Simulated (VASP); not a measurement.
Set up this calculation in VASP 6.6.1, as the native input.

```yaml
Task: single point
Functional: LDA
Potentials_or_basis: VASP PAW LDA potentials, release 64 (Se, Zn)
Cutoff: 520 eV
k_mesh: 6 × 6 × 6
Occupations: fermi-dirac, width 0.05 eV
Spin: non-collinear spin, zero start, spin-orbit coupling
Starting_moments: "[[0.0, 0.0, 0.0], [0.0, 0.0, 0.0]] μB"
Dipole_correction: no
Further_INCAR_settings: ALGO = Normal; EDIFF = 1e-06; NBANDS = 30
```

The structure of ZnSe (Stilleite) lies in POSCAR:

```
ZnSe
1.0
    0.0000000000      2.8338000000      2.8338000000
    2.8338000000      0.0000000000      2.8338000000
    2.8338000000      2.8338000000      0.0000000000
Se Zn
1 1
Direct
    0.7500000000      0.7500000000      0.7500000000
    0.0000000000      0.0000000000      0.0000000000
```

One way to write it, as run:

INCAR

```
PREC = Accurate ; ENCUT = 520
EDIFF = 1E-6 ; ISMEAR = -1
SIGMA = 0.05 ; LREAL = F
LASPH = T ; NELM = 150
ALGO = Normal ; ISIF = 2
LWAVE = F ; LCHARG = F
MAGMOM = 0 0 0 0 0 0 ; LORBIT = 11
LSORBIT = T ; GGA_COMPAT = F
LORBMOM = T ; GGA = CA
NBANDS = 30
```

KPOINTS

```
Automatic mesh
0
Gamma
  6 6 6
```

Potentials or basis: VASP PAW LDA potentials, release 64 (Se, Zn).

Launch:

```console
$ cat potpaw_LDA.64/Se/POTCAR potpaw_LDA.64/Zn/POTCAR > POTCAR
$ mpirun -np 1 vasp_ncl > vasp.out
```

Results of the run:

* Pressure: -3.0 GPa
* Net moment: 0.00 μB per cell
* Valence electrons inside the program's atomic spheres: Se 3.88; Zn 10.78

It took 61 s on 1 thread of Intel(R) Xeon(R) Platinum 8488C (Sapphire Rapids), with other jobs on the host, peak memory 0.25 GiB.
